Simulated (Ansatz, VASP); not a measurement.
## One calculation of Cu, two programs

```
Cu
1.0
    -1.45001    1.45001    1.37608
     1.45001   -1.45001    1.37608
     1.43558    1.43558   -1.37608
Cu
1
Direct
  0.00000 0.00000 0.00000
```

Alike in both runs: task single point; functional PBEsol; k mesh 11 × 11 × 11; occupations fermi-dirac, width 0.05 eV; no spin polarisation.

|  | VASP | Ansatz |
| --- | --- | --- |
| version | VASP 6.6.1 | Ansatz 0.2.0 |
| potentials or method | VASP PAW PBE potentials, release 64 (Cu) | Ansatz PAW |
| plane-wave cutoff (eV) | 520 | 420 |
| valence electrons in the cell | 11 | 19 |

|  | VASP | Ansatz | Ansatz less VASP |
| --- | --- | --- | --- |
| gap on the k mesh at the Fermi level (eV) | none | none | - |
| pressure (GPa) | -0.5 | -1.2 | -0.71 |
| traceless stress, the component that is largest in VASP (GPa) | 1.22 | 1.21 | -0.010 |

VASP's potentials were made for PBE, not for PBEsol. A gap of «none» marks a metal or a gap that the smearing closes. With one functional, cell and mesh, what is left measures potentials, basis and numerics. VASP's potentials hold 11 valence electrons a cell and Ansatz's 19, so a difference there can come from the potentials and not from the codes.
